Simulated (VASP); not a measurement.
A run of VASP 6.6.1 is set up as follows.

INCAR

```
SYSTEM = Sr
AGGAC = 1.0 ; AGGAX = 1.0
ALDAC = 0.0 ; ALDAX = 1.0
ALGO = Normal ; EDIFF = 1E-6
ENCUT = 500 ; GGA = B5
GGA_COMPAT = .False. ; ISIF = 2
ISMEAR = -1 ; LASPH = .True.
LCHARG = .False. ; LREAL = .False.
LWAVE = .False. ; NBANDS = 11
NELM = 120 ; PREC = Accurate
SIGMA = 0.1
```

The input KPOINTS:

```
k-points
0
Gamma
  8 8 8
  0 0 0
```

POSCAR

```
Sr
1.0
    3.9663565345      0.0000000000      0.0000000000
    0.0000000000      3.9663565345      0.0000000000
    0.0000000000      0.0000000000      3.9663565345
Sr
1
Direct
    0.0000000000      0.0000000000      0.0000000000
```

Potentials or basis: VASP PAW PBE potentials, release 64 (Sr_sv).

The run is started by

```sh
$ cat potpaw_PBE.64/Sr_sv/POTCAR > POTCAR
$ mpirun -np 1 vasp_std > vasp.out
```

**Question.** Estimate the pressure.

**Answer.** 0.0 GPa.

**Question.** What does it give for the band gap on the k mesh?

**Answer.** Zero (band 5 reaches 2.02 eV, above the bottom of band 6 at 1.30 eV).

Caveat: the PAW data sets were made with another functional, which shifts forces and pressure a little.
